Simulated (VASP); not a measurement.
Input of a VASP 6.6.1 run:

Contents of POSCAR:

```
In
1.0
   -1.6719809607      1.6719809607      2.3401811111
    1.6719809607     -1.6719809607      2.3401811111
    1.6719809607      1.6719809607     -2.3401811111
In
1
Direct
    0.0000000000      0.0000000000      0.0000000000
```

INCAR.step1

```
SYSTEM = In
PREC = Accurate
ENCUT = 520
ISMEAR = 0
SIGMA = 0.15
LREAL = .False.
LASPH = .True.
NELM = 80
NBANDS = 12
GGA = PE
ALGO = Normal
EDIFF = 1E-4
LWAVE = .True.
LCHARG = .False.
```

The input INCAR.step2:

```
SYSTEM = In
PREC = Accurate
ENCUT = 520
EDIFF = 1E-6
ISMEAR = 0
SIGMA = 0.15
LREAL = .False.
LASPH = .True.
NELM = 80
ALGO = Normal
ISIF = 2
LWAVE = .False.
LCHARG = .False.
METAGGA = R2SCAN
LMIXTAU = .True.
NBANDS = 12
ISTART = 1
```

The input KPOINTS:

```
regular mesh
0
Gamma
  22 22 22
  0 0 0
```

Potentials or basis: VASP PAW PBE potentials, release 64 (In_d).

The run is started by

```bash
$ cat potpaw_PBE.64/In_d/POTCAR > POTCAR
$ cp INCAR.step1 INCAR
$ mpirun -np 1 vasp_std > vasp.out
$ cp INCAR.step2 INCAR
$ mpirun -np 1 vasp_std > vasp.out
```

(1) Estimate the pressure.

## Answers

(1) 0.2 GPa.

Caveat: the PAW data sets were made with another functional, which shifts forces and pressure a little.
